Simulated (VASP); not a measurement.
Wanted: the native input for a VASP 6.6.1 run.

```yaml
Task: single point
Functional: PBEsol
Potentials_or_basis: VASP PAW PBE potentials, release 64 (Na_pv, H)
Cutoff: 520 eV
k_mesh: 6 × 6 × 6
Occupations: fermi-dirac, width 0.02 eV
Spin: no spin polarisation
Dipole_correction: no
Further_INCAR_settings: ALGO = Normal; EDIFF = 1e-06; NBANDS = 16
```

The structure of NaH lies in POSCAR:

```
NaH
1.0
    3.9420603804      0.0000000000      0.0000000000
   -1.9710301902      3.4139244327      0.0000000000
    0.0000000000      0.0000000000      4.8325145607
Na H
2 2
Direct
    0.3333333333      0.6666666667      0.2500000000
    0.6666666667      0.3333333333      0.7500000000
    0.6666666667      0.3333333333      0.2500000000
    0.3333333333      0.6666666667      0.7500000000
```

One way to write it, as run:

INCAR

```
  ALGO = Normal
  EDIFF = 1E-6
  ENCUT = 520
  GGA = PS
  ISIF = 2
  ISMEAR = -1
  LASPH = T
  LCHARG = T
  LELF = T
  LREAL = F
  LVHAR = T
  LWAVE = F
  NBANDS = 16
  NELM = 100
  PREC = Accurate
  SIGMA = 0.02
```

KPOINTS

```
k-points
0
Gamma
  6 6 6
```

Potentials or basis: VASP PAW PBE potentials, release 64 (Na_pv, H).

Run with:

```bash
$ cat potpaw_PBE.64/Na_pv/POTCAR potpaw_PBE.64/H/POTCAR > POTCAR
$ mpirun -np 1 vasp_std > vasp.out
```

Results of the run:

```json
{
 "Pressure": "0.0 GPa",
 "Band gap on the k mesh": "3.09 eV (least direct gap 4.02 eV)"
}
```

Caveat: the PAW data sets were made with another functional, which shifts forces and pressure a little.

Run time: 44 s on 1 thread of AMD EPYC 7R13, with other jobs on the host, peak memory 0.15 GiB.
